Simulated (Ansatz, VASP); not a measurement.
# AlN in VASP and in Ansatz

File INCAR:

```
SYSTEM = AlN
  PREC = Accurate
  ENCUT = 520
  EDIFF = 1E-7
  ISMEAR = 0
  SIGMA = 0.05
  LREAL = .FALSE.
  LASPH = .TRUE.
  NELM = 80
  ALGO = Normal
  ISIF = 2
  LWAVE = .FALSE.
  LCHARG = .TRUE.
  GGA = PE
  LELF = .TRUE.
  LVHAR = .TRUE.
  NBANDS = 26
```

File KPOINTS:

```
Automatic mesh
0
G
  8 6 4
  0 0 0
```

File POSCAR:

```
AlN
1.0
   -1.6567491617      2.8695737234      0.0000000000
    0.0000000000      0.0000000000      4.1874629526
    4.9702474850      2.8695737234      0.0000000000
Al N
4 4
Direct
    0.5760525509      0.7500000000      0.0906141158
    0.0000000000      0.7500000000      0.6666666667
    0.0000000000      0.2500000000      0.3333333333
    0.5000000000      0.2500000000      0.8333333333
    0.5000000000      0.2500000000      0.1666666667
    0.0000000000      0.2500000000      0.6666666667
    0.0000000000      0.7500000000      0.3333333333
    0.5000000000      0.7500000000      0.8333333333
```

Input for Ansatz:

```yaml
crystal:
  lattice:
    - [-1.6567491617, 2.8695737234, 0.0]
    - [0.0, 0.0, 4.1874629526]
    - [4.970247485, 2.8695737234, 0.0]
  atoms:
    - { symbol: Al, position: [0.5760525509, 0.75, 0.0906141158] }
    - { symbol: Al, position: [0.0, 0.75, 0.6666666667] }
    - { symbol: Al, position: [0.0, 0.25, 0.3333333333] }
    - { symbol: Al, position: [0.5, 0.25, 0.8333333333] }
    - { symbol: "N", position: [0.5, 0.25, 0.1666666667] }
    - { symbol: "N", position: [0.0, 0.25, 0.6666666667] }
    - { symbol: "N", position: [0.0, 0.75, 0.3333333333] }
    - { symbol: "N", position: [0.5, 0.75, 0.8333333333] }
basis:
  ecutwfc: 420
kpoints:
  mp_grid: { grid: [8, 6, 4] }
hamiltonian:
  xc: pbe
  pseudopotentials: { kind: paw, azcp: { folder: soft_1 } }
scf:
  occupations: { method: gaussian, width: 0.05 }
output:
  forces: true
  stress: true
  eigenvalues: true
```

Alike in both runs: task single point; functional PBE; k mesh 8 × 6 × 4; occupations gaussian, width 0.05 eV; no spin polarisation.

|  | VASP | Ansatz |
| --- | --- | --- |
| version | VASP 6.6.1 | Ansatz 0.2.0 |
| potentials or method | VASP PAW PBE potentials, release 64 (Al, N), cutoff 520 eV | scalar-relativistic, plane waves, PAW |
| valence electrons in the cell | 32 | 32 |

```tsv
	VASP	Ansatz	Ansatz less VASP
gap on the k mesh at the Fermi level (eV)	2.29	2.28	-0.007
least direct gap on the mesh (eV)	2.29	2.28	-0.007
pressure (GPa)	12.0	12.1	+0.08
traceless stress, the component that is largest in VASP (GPa)	18.97	18.84	-0.133
rms of the force components (eV/Å)	4.699	4.686	-0.0133
```

Atom by atom the forces differ by 0.016 eV/Å (rms over components). The functional is the same, so the differences come from potentials, cutoffs and numerics.
